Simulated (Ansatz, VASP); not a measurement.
## Lu5N: VASP beside Ansatz

```
Lu N
1.0
     6.04497    0.00000    0.00000
    -3.02248    5.23509    0.00000
     0.00000    0.00000    5.79890
Lu N
5 1
Direct
  0.00000 0.50000 0.50000
  0.33333 0.66667 0.00000
  0.66667 0.33333 0.00000
  0.50000 0.00000 0.50000
  0.50000 0.50000 0.50000
  0.00000 0.00000 0.00000
```

Change from the starting cell: species swapped into the HoNi5 type (P6/mmm, No. 191).

Alike in both runs: functional PBE; k mesh 6 × 6 × 4; occupations gaussian, width 0.1 eV; no spin polarisation.

Ansatz relaxed the structure, and its values are those at the end. VASP's run is a single point on that final structure, the one shown.

```csv
,VASP,Ansatz
version,VASP 6.6.1,Ansatz 0.2.0
potentials or method,"VASP PAW PBE potentials, release 64 (Lu, N), cutoff 520 eV","scalar-relativistic, plane waves, PAW"
valence electrons in the cell,130,130
```

```tsv
	VASP	Ansatz	Ansatz less VASP
gap on the k mesh at the Fermi level (eV)	none	none	-
pressure (GPa)	0.1	0.0	-0.13
```

A gap of «none» marks a metal or a gap that the smearing closes.

Neither program's run includes spin-orbit coupling.
